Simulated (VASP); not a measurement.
**LiF: single point with PBE**

LiF:

```
Li F
1.0
     0.00000    2.05350    2.05350
     2.05350    0.00000    2.05350
     2.05350    2.05350    0.00000
Li F
1 1
Direct
  0.00000 0.00000 0.00000
  0.50000 0.50000 0.50000
```

This cell differs from its parent crystal: volume scaled by 1.06.

```yaml
Program: VASP 6.6.1
Task: single point
Functional: PBE
Potentials_or_basis: VASP PAW PBE potentials, release 64 (Li_sv, F)
Cutoff: 520 eV
k_mesh: 10 × 10 × 10
Occupations: fermi-dirac, width 0.03 eV
Spin: no spin polarisation
Dipole_correction: no
Further_INCAR_settings: ALGO = Normal; EDIFF = 1e-06; NBANDS = 12
```

| Quantity | Value |
| --- | --- |
| Band gap on the k mesh | 8.59 eV, direct |

Levels at points of the mesh, in eV from the valence-band top:
| k point | band 1 | band 2 | band 3 | band 4 | band 5 | band 6 | band 7 | band 8 | band 9 | band 10 |
| --- | --- | --- | --- | --- | --- | --- | --- | --- | --- | --- |
| (0.00, 0.00, 0.00) | -41.06 | -19.82 | 0.00 | 0.00 | 0.00 | 8.59 | 23.20 | 23.20 | 23.20 | 23.75 |
| (0.50, 0.00, 0.00) | -41.02 | -19.43 | -2.35 | -0.21 | -0.21 | 10.47 | 16.06 | 18.43 | 18.43 | 29.33 |
| (0.50, 0.50, 0.00) | -41.00 | -19.20 | -2.76 | -0.92 | -0.92 | 14.27 | 16.19 | 16.76 | 19.56 | 19.56 |

It took 6.7 s on 1 thread of Intel(R) Xeon(R) Platinum 8259CL CPU @ 2.50GHz (Skylake/Cascade Lake), with other jobs on the host, peak memory 0.13 GiB.

 A k mesh can miss the band edges.
